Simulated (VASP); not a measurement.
Here is a VASP 6.6.1 calculation.

INCAR

```
PREC = Accurate
ENCUT = 520
EDIFF = 1E-6
ISMEAR = 0
SIGMA = 0.1
LREAL = False
LASPH = True
NELM = 100
ALGO = Normal
ISIF = 2
LWAVE = False
LCHARG = False
GGA = PE
NBANDS = 12
```

File KPOINTS:

```
regular mesh
0
Gamma
  18 18 18
```

File POSCAR:

```
V
1.0
    0.0000000000      1.9457050784      1.9457050784
    1.9457050784      0.0000000000      1.9457050784
    1.9457050784      1.9457050784      0.0000000000
V
1
Direct
    0.0000000000      0.0000000000      0.0000000000
```

Potentials or basis: VASP PAW PBE potentials, release 64 (V_sv).

The run is started by

```sh
$ cat potpaw_PBE.64/V_sv/POTCAR > POTCAR
$ mpirun -np 1 vasp_std > vasp.out
```

Estimate the pressure.

-9.0 GPa.
